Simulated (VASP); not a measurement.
Here is a VASP 6.6.1 calculation.

INCAR

```
PREC     = Accurate       # precision mode
ENCUT    = 590            # plane-wave cutoff, eV
EDIFF    = 1E-6           # SCF threshold, eV
ISMEAR   = 0              # smearing method
SIGMA    = 0.05           # smearing width, eV
LREAL    = F              # projectors in reciprocal space
LASPH    = T              # aspherical terms in the spheres
NELM     = 200            # most SCF steps
ALGO     = Normal         # electronic algorithm
ISIF     = 2              # what is computed and relaxed
LWAVE    = F              # write WAVECAR
LCHARG   = F              # write CHGCAR
ISPIN    = 2              # spin polarisation
MAGMOM   = 0.72           # initial moments
LORBIT   = 11             # projections on sites
LMAXMIX  = 4              # l up to which the mixer works
GGA      = CA             # functional
NBANDS   = 19             # bands
GGA_COMPAT= F
```

KPOINTS

```
regular mesh
0
Gamma
  22 22 22
```

The input POSCAR:

```
Ni
1.0
    0.0000000000      1.7008304578      1.7008304578
    1.7008304578      0.0000000000      1.7008304578
    1.7008304578      1.7008304578      0.0000000000
Ni
1
Direct
    0.0000000000      0.0000000000      0.0000000000
```

Potentials or basis: VASP PAW LDA potentials, release 64 (Ni_sv_GW).

The run is started by

```console
$ cat potpaw_LDA.64/Ni_sv_GW/POTCAR > POTCAR
$ mpirun -np 1 vasp_std > vasp.out
```

Estimate the site moments.

Ni +0.60 μB.

Estimate the pressure.

1.3 GPa.
